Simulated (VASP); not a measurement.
Input of a VASP 6.6.1 run:

The input INCAR:

```
PREC = Accurate
ENCUT = 520
EDIFF = 1E-7
ISMEAR = -1
SIGMA = 0.05
LREAL = F
LASPH = T
NELM = 80
ALGO = Normal
ISIF = 2
LWAVE = F
LCHARG = T
LELF = T
LVHAR = T
NBANDS = 21
```

KPOINTS

```
Automatic mesh
0
Gamma
  10 10 10
```

POSCAR

```
Ge
1.0
    0.0000000000      2.7439069000      2.8287700000
    2.7439069000      0.0000000000      2.8287700000
    2.7439069000      2.7439069000      0.0000000000
Ge
2
Direct
    0.5000000000      0.5000000000      0.5000000000
    0.7500000000      0.7500000000      0.7500000000
```

Potentials or basis: VASP PAW LDA potentials, release 64 (Ge_d).

Launch:

```console
$ cat potpaw_LDA.64/Ge_d/POTCAR > POTCAR
$ mpirun -np 1 vasp_std > vasp.out
```

(1) What does it give for the band gap on the k mesh?

(2) Predict the pressure.

## Answers

(1) 0.16 eV (least direct gap 0.33 eV).

(2) 3.5 GPa.

Caveat: the cell differs from its parent crystal (equal xx and yy strain of -3 %); the cell stands under pressure.
